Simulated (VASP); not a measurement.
Input of a VASP 6.6.1 run:

The input INCAR:

```
PREC     = Accurate       # precision mode
ENCUT    = 520            # plane-wave cutoff, eV
EDIFF    = 1E-7           # SCF threshold, eV
ISMEAR   = 0              # smearing method
SIGMA    = 0.02           # smearing width, eV
LREAL    = False          # projectors in reciprocal space
LASPH    = True           # aspherical terms in the spheres
NELM     = 100            # most SCF steps
ALGO     = Normal         # electronic algorithm
ISIF     = 2              # what is computed and relaxed
LWAVE    = False          # write WAVECAR
LCHARG   = False          # write CHGCAR
GGA      = PE             # functional
NBANDS   = 28             # bands
```

The input KPOINTS:

```
Automatic mesh
0
Gamma
  8 8 8
```

File POSCAR:

```
BaTiO3
1.0
    4.0192481742      0.0000000000      0.0000000000
    0.0000000000      4.0192481742      0.0000000000
    0.0000000000      0.0000000000      4.0192481742
Ba Ti O
1 1 3
Direct
    0.5000000000      0.5000000000      0.5000000000
    0.0000000000      0.0000000000      0.0000000000
    0.5000000000      0.0000000000      0.0000000000
    0.0000000000      0.5000000000      0.0000000000
    0.0000000000      0.0000000000      0.5000000000
```

Potentials or basis: VASP PAW PBE potentials, release 64 (Ba_sv, Ti_sv, O).

Launch:

```sh
$ cat potpaw_PBE.64/Ba_sv/POTCAR potpaw_PBE.64/Ti_sv/POTCAR potpaw_PBE.64/O/POTCAR > POTCAR
$ mpirun -np 1 vasp_std > vasp.out
```

Q: Predict the pressure.

A: 1.7 GPa.

Q: Estimate the band gap on the k mesh.

A: 1.72 eV, indirect (least direct gap 1.88 eV).

Caveat: spin-orbit coupling is left out, which moves the levels of the heavy elements. PBE gaps usually lie below the measured ones, often by a third to a half.
